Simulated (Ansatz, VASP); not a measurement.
# Two plane-wave programs on CdF2

Contents of INCAR:

```
PREC = Accurate
ENCUT = 600
EDIFF = 1E-6
ISMEAR = -5
SIGMA = 0.1
LREAL = False
LASPH = True
NELM = 120
ALGO = Normal
ISIF = 2
LWAVE = False
LCHARG = False
GGA = RE
NBANDS = 20
GGA_COMPAT = False
```

KPOINTS

```
regular mesh
0
Gamma
  6 6 6
```

POSCAR

```
CdF2
1.0
    0.0000000000      2.6940000000      2.6940000000
    2.6940000000      0.0000000000      2.6940000000
    2.6940000000      2.6940000000      0.0000000000
Cd F
1 2
Direct
    0.0000000000      0.0000000000      0.0000000000
    0.2500000000      0.2500000000      0.2500000000
    0.7500000000      0.7500000000      0.7500000000
```

Input for Ansatz:

```yaml
crystal:
  lattice:
    - [0.0, 2.694, 2.694]
    - [2.694, 0.0, 2.694]
    - [2.694, 2.694, 0.0]
  atoms:
    - { symbol: Cd, position: [0.0, 0.0, 0.0] }
    - { symbol: F, position: [0.25, 0.25, 0.25] }
    - { symbol: F, position: [0.75, 0.75, 0.75] }
basis:
  ecutwfc: 420
kpoints:
  mp_grid: { grid: [6, 6, 6] }
hamiltonian:
  xc: revpbe
scf:
  occupations: { method: tetrahedron }
output:
  forces: false
  stress: true
  eigenvalues: true
```

Alike in both runs: task single point; functional revPBE; k mesh 6 × 6 × 6; occupations tetrahedron; no spin polarisation.

|  | VASP | Ansatz |
| --- | --- | --- |
| version | VASP 6.6.1 | Ansatz 0.2.0 |
| potentials or method | VASP PAW PBE potentials, release 64 (Cd, F), cutoff 600 eV | scalar-relativistic, plane waves, PAW |
| valence electrons in the cell | 26 | 34 |

|  | VASP | Ansatz | Ansatz less VASP |
| --- | --- | --- | --- |
| gap on the k mesh at the Fermi level (eV) | 3.25 | 3.28 | +0.031 |
| least direct gap on the mesh (eV) | 3.73 | 3.76 | +0.030 |
| pressure (GPa) | 9.6 | 9.0 | -0.55 |

VASP's potentials were made for PBE, not for revPBE. With one functional, cell and mesh, what is left measures potentials, basis and numerics. VASP's potentials hold 26 valence electrons a cell and Ansatz's 34, so a difference there can come from the potentials and not from the codes. Ansatz's warnings: band table not solved further, tetrahedron derivatives may miss energy slope.
